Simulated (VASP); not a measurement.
# Sc (Fd-3m) in VASP: relaxation of cell and atoms with r2SCAN

Aim: the relaxation of cell and atoms of Sc with r2SCAN.

Program: VASP 6.6.1. These are calculated values, not measurements. Logs are shortened: lines on timing, memory, paths and dates and some standing lists are left out, and cuts for length are marked.

**1. The cell of the first run**

The structure is cubic, space group Fd-3m (No. 227). The conventional cell has a = 6.380 Å, b = 6.380 Å, c = 6.380 Å, α = 90.00°, β = 90.00°, γ = 90.00°. Sc (site symmetry -43m) has 4 Sc at 2.76 Å within 3.6 Å.

This isn't the form of Sc at room conditions, which is hcp.

**2. Relaxation of cell and atoms, r2SCAN**

File POSCAR:

```
Sc
1.0
    0.0000000000      3.1900000000      3.1900000000
    3.1900000000      0.0000000000      3.1900000000
    3.1900000000      3.1900000000      0.0000000000
Sc
2
Direct
    0.0000000000      0.0000000000      0.0000000000
    0.2500000000      0.2500000000      0.2500000000
```

File INCAR.step1:

```
SYSTEM = Sc
PREC     = Accurate       ! precision mode
ENCUT    = 600            ! plane-wave cutoff, eV
ISMEAR   = 1              ! smearing method
SIGMA    = 0.05           ! smearing width, eV
LREAL    = .False.        ! projectors in reciprocal space
LASPH    = .True.         ! aspherical terms in the spheres
NELM     = 60             ! most SCF steps
GGA      = PE             ! functional
ALGO     = Normal         ! electronic algorithm
EDIFF    = 1E-4           ! SCF threshold, eV
LWAVE    = .True.         ! write WAVECAR
LCHARG   = .False.        ! write CHGCAR
```

File INCAR.step2:

```
SYSTEM = Sc
PREC     = Accurate       ! precision mode
ENCUT    = 600            ! plane-wave cutoff, eV
EDIFF    = 1E-7           ! SCF threshold, eV
ISMEAR   = 1              ! smearing method
SIGMA    = 0.05           ! smearing width, eV
LREAL    = .False.        ! projectors in reciprocal space
LASPH    = .True.         ! aspherical terms in the spheres
NELM     = 60             ! most SCF steps
ALGO     = Normal         ! electronic algorithm
ISIF     = 3              ! what is computed and relaxed
LWAVE    = .False.        ! write WAVECAR
LCHARG   = .False.        ! write CHGCAR
METAGGA  = R2SCAN         ! meta-GGA
LMIXTAU  = .True.       
IBRION   = 2              ! ionic algorithm
NSW      = 80             ! ionic steps
EDIFFG   = -0.03          ! ionic threshold
ISTART   = 1
```

File KPOINTS:

```
regular mesh
0
Gamma
  11 11 11
  0 0 0
```

Potentials or basis: VASP PAW PBE potentials, release 64 (Sc_sv).

Launch:

```
$ cat potpaw_PBE.64/Sc_sv/POTCAR > POTCAR
$ cp INCAR.step1 INCAR
$ mpirun -np 1 vasp_std > vasp.out
$ cp INCAR.step2 INCAR
$ mpirun -np 1 vasp_std > vasp.out
```

OUTCAR:

```text
SYSTEM = Sc
   PREC = Accurate
   ENCUT = 600
   EDIFF = 1E-7
   ISMEAR = 1
   LREAL = .False.
   LASPH = .True.
   NELM = 60
   ISIF = 3
   METAGGA = R2SCAN
   IBRION = 2
   NSW = 80
   EDIFFG = -0.03
   ISTART = 1

 ion  position               nearest neighbor table
   1  0.000  0.000  0.000-   2 2.76   2 2.76   2 2.76   2 2.76
   2  0.250  0.250  0.250-   1 2.76   1 2.76   1 2.76   1 2.76

  LATTYP: Found a face centered cubic cell.
 ALAT       =     6.3800000000

  Lattice vectors:

 A1 = (   0.0000000000,   3.1900000000,   3.1900000000)
 A2 = (   3.1900000000,   0.0000000000,   3.1900000000)
 A3 = (   3.1900000000,   3.1900000000,   0.0000000000)

Analysis of symmetry for initial positions (statically):
=====================================================================
 Subroutine PRICEL returns:
 Original cell was already a primitive cell.

 Routine SETGRP: Setting up the symmetry group for a
 face centered cubic supercell.

 Subroutine GETGRP returns: Found 48 space group operations
 (whereof 24 operations were pure point group operations)
 out of a pool of 48 trial point group operations.

The static configuration has the point symmetry T_d .
 The point group associated with its full space group is O_h .

Analysis of symmetry for dynamics (positions and initial velocities):
=====================================================================
 Subroutine PRICEL returns:
 Original cell was already a primitive cell.

 Routine SETGRP: Setting up the symmetry group for a
 face centered cubic supercell.

 Subroutine GETGRP returns: Found 48 space group operations
 (whereof 24 operations were pure point group operations)
 out of a pool of 48 trial point group operations.

The dynamic configuration has the point symmetry T_d .
 The point group associated with its full space group is O_h .

 Subroutine INISYM returns: Found 48 space group operations
 (whereof 24 operations are pure point group operations),
 and found     1 'primitive' translations

----------------------------------------------------------------------------------------

                                     Primitive cell

  volume of cell :      64.9235

  direct lattice vectors                    reciprocal lattice vectors
     0.000000000  3.190000000  3.190000000    -0.156739812  0.156739812  0.156739812
     3.190000000  0.000000000  3.190000000     0.156739812 -0.156739812  0.156739812
     3.190000000  3.190000000  0.000000000     0.156739812  0.156739812 -0.156739812

  length of vectors
     4.511341264  4.511341264  4.511341264     0.271481318  0.271481318  0.271481318

  position of ions in fractional coordinates (direct lattice)
     0.000000000  0.000000000  0.000000000
     0.250000000  0.250000000  0.250000000

  ion indices of the primitive-cell ions
   primitive index   ion index
                 1           1
                 2           2

----------------------------------------------------------------------------------------

 KPOINTS: regular mesh

Automatic generation of k-mesh.
 Grid dimensions read from file:
 generate k-points for:   11   11   11

 Generating k-lattice:

  Cartesian coordinates                     Fractional coordinates (reciprocal lattice)
    -0.014249074  0.014249074  0.014249074     0.090909091  0.000000000  0.000000000
     0.014249074 -0.014249074  0.014249074     0.000000000  0.090909091  0.000000000
     0.014249074  0.014249074 -0.014249074     0.000000000  0.000000000  0.090909091

  Length of vectors
     0.024680120  0.024680120  0.024680120

  Shift w.r.t. Gamma in fractional coordinates (k-lattice)
     0.000000000  0.000000000  0.000000000

[... 62 lines left out ...]
   NUPDOWN=      -1.0000    fix difference up-down
   EMIN   =  10.00;   EMAX   =-10.00  energy-range for DOS
   EFERMI =   0.00;   METHOD = LEGACY
   ISMEAR =     1;   SIGMA  =   0.05  broadening in eV -4-tet -1-fermi 0-gaus
   EFERMI_NEDOS =   21; number of points for ismear=-14 and -15
   IALGO  =     38    algorithm
   IMIX   =      4    mixing-type and parameters
     AMIX     =   0.40;   BMIX     =  1.00
     AMIX_MAG =   1.60;   BMIX_MAG =  1.00
  volume/ion in A,a.u.               =      32.46       219.06
  Fermi-wavevector in a.u.,A,eV,Ry     =   1.141340  2.156820 17.723725  1.302657
  Thomas-Fermi vector in A             =   2.278040
   LORBIT       =      0    0 simple, 1 ext, 2 COOP (PROOUT), +10 PAW based schemes
   METAGGA = R2SCAN    functional components
   LHFCALC =     F    Hartree Fock is set to
   AEXX    =    0.0000 exact exchange contribution
   IVDW    =     0    specifies the selected vdW correction
   LEPSILON=     F    determine dielectric tensor
   LRPA    =     F    only Hartree local field effects (RPA)
 conjugate gradient relaxation of ions
 non-spin polarized calculation
 Methfessel and Paxton  Order N= 1 SIGMA  =   0.05
  energy-cutoff  :      600.00
  volume of cell :       64.92
 maximum number of plane-waves:      2186
   NGX = 17   NGY = 17   NGZ = 17

--------------------------------------- Ionic step        1  -------------------------------------------

 number of electron      22.0000004 magnetization

 Free energy of the ion-electron system (eV)
  ---------------------------------------------------
  ext. energy  EPLUGINS =         0.00000000
  ---------------------------------------------------
  free energy    TOTEN  =       -18.38679686 eV

  energy without entropy =      -18.38494773  energy(sigma->0) =      -18.38618048

------------------------ aborting loop because EDIFF is reached ----------------------------------------

  FORCE on cell =-STRESS in cart. coord.  units (eV):
  Direction    XX          YY          ZZ          XY          YZ          ZX
  --------------------------------------------------------------------------------------
  -------------------------------------------------------------------------------------
  Total       -0.1130693     -0.1130693     -0.1130693      0.0000000     -0.0000000      0.0000000
  in kB       -2.7903156     -2.7903156     -2.7903156      0.0000000     -0.0000000      0.0000000
  external PRESSURE =      -2.7903156 kB  Pullay stress =       0.0000000 kB

 VOLUME and BASIS-vectors are now :
 -----------------------------------------------------------------------------
  energy-cutoff  :      600.00
  volume of cell :       64.92
      direct lattice vectors                 reciprocal lattice vectors
     0.000000000  3.190000000  3.190000000    -0.156739812  0.156739812  0.156739812
     3.190000000  0.000000000  3.190000000     0.156739812 -0.156739812  0.156739812
     3.190000000  3.190000000  0.000000000     0.156739812  0.156739812 -0.156739812

 POSITION                                       TOTAL-FORCE (eV/Angst)
 -----------------------------------------------------------------------------------
      0.00000      0.00000      0.00000        -0.000000     -0.000000     -0.000000
      1.59500      1.59500      1.59500         0.000000      0.000000      0.000000
 -----------------------------------------------------------------------------------
    total drift:                                0.000000      0.000000      0.000000

  FREE ENERGIE OF THE ION-ELECTRON SYSTEM (eV)
  ---------------------------------------------------
  free  energy   TOTEN  =       -18.3867968599 eV

  energy  without entropy=      -18.3849477340  energy(sigma->0) =      -18.38618048

--------------------------------------- Ionic step        2  -------------------------------------------

 number of electron      22.0000002 magnetization

 Free energy of the ion-electron system (eV)
  ---------------------------------------------------
  ext. energy  EPLUGINS =         0.00000000
  ---------------------------------------------------
  free energy    TOTEN  =       -18.38745988 eV

  energy without entropy =      -18.38562168  energy(sigma->0) =      -18.38684715

 E-fermi :   2.1503     XC(G=0):  -9.2922

 val. band max:        2.1436446048   @ k =   0.0909   0.0909   0.0000
 cond. band min:       2.1505384369   @ k =  -0.4545   0.1818   0.0909
 fundamental gap:      0.0068938321
 Fermi energy:         2.1503143255

 k-point     1 :       0.0000    0.0000    0.0000
  band No.  band energies     occupation
      1     -49.9536      2.00000
      2     -49.6812      2.00000
      3     -27.7797      2.00000
      4     -27.7797      2.00000
      5     -27.7796      2.00000
      6     -27.3160      2.00000
      7     -27.3160      2.00000
      8     -27.3160      2.00000
      9      -2.3767      2.00000
     10       2.0723      2.04980
     11       2.0723      2.04980
     12       2.5101     -0.00000
     13       2.5101     -0.00000
     14       2.5101     -0.00000
[... 401 lines left out ...]
      2     -49.7213      2.00000
      3     -27.8502      2.00000
      4     -27.8128      2.00000
      5     -27.7497      2.00000
      6     -27.3524      2.00000
      7     -27.2825      2.00000
      8     -27.2485      2.00000
      9      -1.2279      2.00000
     10       1.7580      2.00000
     11       1.9218      2.00000
     12       2.4800     -0.00000
     13       2.7049     -0.00000
     14       3.0151     -0.00000
     15       3.1122     -0.00000

 [... further k-points ...]

------------------------ aborting loop because EDIFF is reached ----------------------------------------

  FORCE on cell =-STRESS in cart. coord.  units (eV):
  Direction    XX          YY          ZZ          XY          YZ          ZX
  --------------------------------------------------------------------------------------
  -------------------------------------------------------------------------------------
  Total       -0.0484677     -0.0484677     -0.0484677      0.0000000      0.0000000      0.0000000
  in kB       -1.2059214     -1.2059214     -1.2059214      0.0000000      0.0000000      0.0000000
  external PRESSURE =      -1.2059214 kB  Pullay stress =       0.0000000 kB

 VOLUME and BASIS-vectors are now :
 -----------------------------------------------------------------------------
  energy-cutoff  :      600.00
  volume of cell :       64.39
      direct lattice vectors                 reciprocal lattice vectors
    -0.000000000  3.181299651  3.181299651    -0.157168470  0.157168470  0.157168470
     3.181299651 -0.000000000  3.181299651     0.157168470 -0.157168470  0.157168470
     3.181299651  3.181299651  0.000000000     0.157168470  0.157168470 -0.157168470

 POSITION                                       TOTAL-FORCE (eV/Angst)
 -----------------------------------------------------------------------------------
      6.36260      6.36260      6.36260         0.000000      0.000000      0.000000
      1.59065      1.59065      1.59065        -0.000000     -0.000000     -0.000000
 -----------------------------------------------------------------------------------
    total drift:                                0.000000      0.000000      0.000000

  FREE ENERGIE OF THE ION-ELECTRON SYSTEM (eV)
  ---------------------------------------------------
  free  energy   TOTEN  =       -18.3874598798 eV

  energy  without entropy=      -18.3856216821  energy(sigma->0) =      -18.38684715

 reached required accuracy - stopping structural energy minimisation
```

Run time: 3.6 min. Hardware: 1 thread of Intel Xeon 6975P-C (Granite Rapids), shared host; peak memory 0.25 GiB.

Results:

* Free energy: -18.3875 eV
* Relaxed volume: 32.20 Å³/atom
* Relaxed cell: a = 4.499 Å, b = 4.499 Å, c = 4.499 Å, α = 60.00°, β = 60.00°, γ = 60.00°
* Space group after relaxing (to 0.1 Å): Fd-3m (No. 227)
* Energy gained by relaxing: 0.3 meV/atom
* Ionic steps: 2
* Pressure after relaxing: -0.1 GPa
* Band gap on the k mesh: zero (bands 11 and 12 overlap by 0.60 eV)

Step by step:
```tsv
step	energy change (eV)	largest force (eV/Å)	pressure (GPa)	volume (Å³)
1	0.0000	0.0000	-0.28	64.92
2	-0.0007	0.0000	-0.12	64.39
```

Final structure:
```yaml
crystal:
  lattice:
    - [0.00000, 3.18130, 3.18130]
    - [3.18130, 0.00000, 3.18130]
    - [3.18130, 3.18130, 0.00000]
  atoms:
    - { symbol: Sc, position: [0.00000, 0.00000, 0.00000] }
    - { symbol: Sc, position: [0.25000, 0.25000, 0.25000] }
```

Levels at points of the mesh, in eV from the Fermi level:
```
           k point  band 8  band 9  band 10  band 11  band 12  band 13  band 14  band 15
(0.00, 0.00, 0.00)  -29.47   -4.53    -0.08    -0.08     0.36     0.36     0.36     1.79
```

Caveat: the PAW data sets were made with another functional, which shifts forces and pressure a little.
